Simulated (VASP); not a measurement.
Input of a VASP 6.6.1 run:

The input INCAR:

```
SYSTEM = TaAl2
PREC = Accurate
ENCUT = 520
EDIFF = 1E-6
ISMEAR = 0
SIGMA = 0.1
LREAL = .False.
LASPH = .True.
NELM = 100
ALGO = Normal
ISIF = 2
LWAVE = .False.
LCHARG = .False.
GGA = PE
NBANDS = 16
```

File KPOINTS:

```
Automatic mesh
0
Gamma
  6 6 6
  0 0 0
```

POSCAR

```
TaAl2
1.0
    4.5041163780      0.0000000000      0.0000000000
   -2.2520581890      3.9006792049      0.0000000000
    0.0000000000      0.0000000000      2.7890741614
Ta Al
1 2
Direct
    0.0000000000      0.0000000000      0.0000000000
    0.3333333333      0.6666666667      0.5000000000
    0.6666666667      0.3333333333      0.5000000000
```

Potentials or basis: VASP PAW PBE potentials, release 64 (Ta_pv, Al).

Run with:

```console
$ cat potpaw_PBE.64/Ta_pv/POTCAR potpaw_PBE.64/Al/POTCAR > POTCAR
$ mpirun -np 1 vasp_std > vasp.out
```

(1) Estimate the pressure.

Results:

(1) 0.0 GPa.

Caveat: the k points lie up to 0.38 Å⁻¹ apart.
